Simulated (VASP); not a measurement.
A run of VASP 6.6.1:

File INCAR:

```
SYSTEM = CdC2
ALGO     = Normal         ! electronic algorithm
EDIFF    = 1E-6           ! SCF threshold, eV
ENCUT    = 520            ! plane-wave cutoff, eV
GGA      = PS             ! functional
ISIF     = 2              ! what is computed and relaxed
ISMEAR   = 0              ! smearing method
LASPH    = .True.         ! aspherical terms in the spheres
LCHARG   = .True.         ! write CHGCAR
LELF     = .True.         ! ELF
LREAL    = .False.        ! projectors in reciprocal space
LVHAR    = .True.       
LWAVE    = .False.        ! write WAVECAR
NBANDS   = 17             ! bands
NELM     = 60             ! most SCF steps
PREC     = Accurate       ! precision mode
SIGMA    = 0.01           ! smearing width, eV
```

File KPOINTS:

```
k-points
0
Gamma
  8 8 8
  0 0 0
```

Contents of POSCAR:

```
CdC2
1.0
   -2.0000436685      2.0000436685      2.7275273229
    2.0000436685     -2.0000436685      2.7275273229
    2.0000436685      2.0000436685     -2.7275273229
Cd C
1 2
Direct
    0.0000000000      0.0000000000      0.0000000000
    0.6141708895      0.6141708895      0.0000000000
    0.3858291105      0.3858291105      0.0000000000
```

Potentials or basis: VASP PAW PBE potentials, release 64 (Cd, C).

Run with:

```sh
$ cat potpaw_PBE.64/Cd/POTCAR potpaw_PBE.64/C/POTCAR > POTCAR
$ mpirun -np 1 vasp_std > vasp.out
```

Hardware: 1 thread of Oxide Virtual Turin-like Processor, on a shared host.

**Question.** Estimate the wall time of this run.

**Answer.** Wall time 51 s on 1 thread of Oxide Virtual Turin-like Processor (shared host), peak memory 0.16 GiB. Counts: scf iterations 13, k points 59.
